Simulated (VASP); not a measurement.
BiTe, 2 atoms in the cell. It takes space group Fm-3m (No. 225, cubic). Conventional cell: a = 6.597 Å, b = 6.597 Å, c = 6.597 Å, α = 90.00°, β = 90.00°, γ = 90.00°. Bi (site symmetry m-3m) has 6 Te at 3.30 Å within 4.3 Å. Within 4.3 Å of Te (site symmetry m-3m) lie 6 Bi at 3.30 Å.  This cell differs from its parent crystal: volume scaled by 1.06.

* Program: VASP 6.6.1
* Task: single point
* Functional: LDA
* Potentials or basis: VASP PAW LDA potentials, release 64 (Bi_d, Te)
* Cutoff: 520 eV
* k mesh: 7 × 7 × 7
* Occupations: fermi-dirac, width 0.05 eV
* Spin: no spin polarisation
* Dipole correction: no
* Further INCAR settings: ALGO = Normal; EDIFF = 1e-07; NBANDS = 18

Potentials or basis: VASP PAW LDA potentials, release 64 (Bi_d, Te).

Command:

```console
$ cat potpaw_LDA.64/Bi_d/POTCAR potpaw_LDA.64/Te/POTCAR > POTCAR
$ mpirun -np 1 vasp_std > vasp.out
```

Hardware: 1 thread of Intel Xeon 8259CL, on a shared host.

Problem. Estimate the wall time of this run.

Solution. Wall time 45 s on 1 thread of Intel Xeon 8259CL, on a shared host, peak memory 0.18 GiB. Counts: scf iterations 13, k points 20.
